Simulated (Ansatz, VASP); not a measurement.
# One calculation of Ti2B, two programs

The input INCAR:

```
  PREC = Accurate
  ENCUT = 520
  EDIFF = 1E-7
  ISMEAR = -1
  SIGMA = 0.1
  LREAL = F
  LASPH = T
  NELM = 80
  ALGO = Normal
  ISIF = 2
  LWAVE = F
  LCHARG = F
  GGA = PE
  NBANDS = 36
```

KPOINTS

```
regular mesh
0
Gamma
  8 8 8
```

POSCAR

```
Ti2B
1.0
   -2.8290690000      2.8290690000      2.3682650000
    2.8290690000     -2.8290690000      2.3682650000
    2.8290690000      2.8290690000     -2.3682650000
Ti B
4 2
Direct
    0.6644000000      0.1644000000      0.8288000000
    0.3356000000      0.8356000000      0.1712000000
    0.8356000000      0.6644000000      0.5000000000
    0.1644000000      0.3356000000      0.5000000000
    0.7500000000      0.7500000000      0.0000000000
    0.2500000000      0.2500000000      0.0000000000
```

Input for Ansatz:

```yaml
crystal:
  lattice:
    - [-2.829069, 2.829069, 2.368265]
    - [2.829069, -2.829069, 2.368265]
    - [2.829069, 2.829069, -2.368265]
  atoms:
    - { symbol: Ti, position: [0.6644, 0.16439999999999996, 0.8288] }
    - { symbol: Ti, position: [0.3356, 0.8356, 0.1712] }
    - { symbol: Ti, position: [0.8356, 0.6644, 0.5] }
    - { symbol: Ti, position: [0.1644, 0.3356, 0.5] }
    - { symbol: B, position: [0.75, 0.75, 0.0] }
    - { symbol: B, position: [0.25, 0.25, 0.0] }
basis:
  ecutwfc: 470.0
kpoints:
  mp_grid:
    grid: [8, 8, 8]
hamiltonian:
  xc: pbe
scf:
  occupations:
    method: fermi_dirac
output:
  stress: true
```

Alike in both runs: task single point; functional PBE; k mesh 8 × 8 × 8; no spin polarisation.

|  | VASP | Ansatz |
| --- | --- | --- |
| version | VASP 6.6.1 | Ansatz 0.2.0 |
| potentials or method | VASP PAW PBE potentials, release 64 (Ti_sv, B), cutoff 520 eV | plane waves, PAW |
| occupations | fermi-dirac, width 0.1 eV | fermi-dirac |
| valence electrons in the cell | 54 | 54 |

```csv
,VASP,Ansatz,Ansatz less VASP
pressure (GPa),0.7,0.8,+0.11
"traceless stress, the component that is largest in VASP (GPa)",0.71,0.74,+0.031
```
